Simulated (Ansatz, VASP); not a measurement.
Ca in VASP and in Ansatz

The input POSCAR:

```
Ca
1.0
    0.0000000000      2.7942000000      2.7942000000
    3.0037650000      0.0000000000      2.7942000000
    3.0037650000      2.7942000000      0.0000000000
Ca
1
Direct
    0.0000000000      0.0000000000      0.0000000000
```

Contents of INCAR.step1:

```
SYSTEM = Ca
PREC     = Accurate       ! precision mode
ENCUT    = 520            ! plane-wave cutoff, eV
ISMEAR   = 0              ! smearing method
SIGMA    = 0.15           ! smearing width, eV
LREAL    = .False.        ! projectors in reciprocal space
LASPH    = .True.         ! aspherical terms in the spheres
NELM     = 60             ! most SCF steps
NBANDS   = 11             ! bands
GGA      = PE             ! functional
ALGO     = Normal         ! electronic algorithm
EDIFF    = 1E-4           ! SCF threshold, eV
LWAVE    = .True.         ! write WAVECAR
LCHARG   = .False.        ! write CHGCAR
```

The input INCAR.step2:

```
SYSTEM = Ca
PREC     = Accurate       ! precision mode
ENCUT    = 520            ! plane-wave cutoff, eV
EDIFF    = 1E-7           ! SCF threshold, eV
ISMEAR   = 0              ! smearing method
SIGMA    = 0.15           ! smearing width, eV
LREAL    = .False.        ! projectors in reciprocal space
LASPH    = .True.         ! aspherical terms in the spheres
NELM     = 60             ! most SCF steps
ALGO     = Normal         ! electronic algorithm
ISIF     = 2              ! what is computed and relaxed
LWAVE    = .False.        ! write WAVECAR
LCHARG   = .False.        ! write CHGCAR
METAGGA  = R2SCAN         ! meta-GGA
LMIXTAU  = .True.       
NBANDS   = 11             ! bands
ISTART   = 1
```

Contents of KPOINTS:

```
Automatic mesh
0
Gamma
  14 14 14
  0 0 0
```

Input for Ansatz:

```yaml
crystal:
  lattice:
    - [0.0, 2.7942, 2.7942]
    - [3.003765, 0.0, 2.7942]
    - [3.003765, 2.7942, 0.0]
  atoms:
    - { symbol: Ca, position: [0.0, 0.0, 0.0] }
basis:
  ecutwfc: 500
kpoints:
  mp_grid: { grid: [14, 14, 14] }
hamiltonian:
  xc: r2scan
scf:
  occupations: { method: gaussian, width: 0.15 }
output:
  forces: true
  stress: true
  eigenvalues: true
```

Change from the starting cell: strain +0.0750 x Voigt [1, 0, 0, 0, 0, 0], atoms carried along.

Alike in both runs: task single point; functional r2SCAN; k mesh 14 × 14 × 14; occupations gaussian, width 0.15 eV; no spin polarisation.

```csv
,VASP,Ansatz
version,VASP 6.6.1,Ansatz 0.2.0
potentials or method,"VASP PAW PBE potentials, release 64 (Ca_sv), cutoff 520 eV","scalar-relativistic, plane waves, PAW"
valence electrons in the cell,10,10
```

```csv
,VASP,Ansatz,Ansatz less VASP
gap on the k mesh at the Fermi level (eV),none,none,-
pressure (GPa),-1.3,-1.3,-0.04
"traceless stress, the component that is largest in VASP (GPa)",-0.49,-0.49,0.000
```

VASP's potentials were made for PBE, not for r2SCAN. A gap of «none» marks a metal or a gap that the smearing closes.
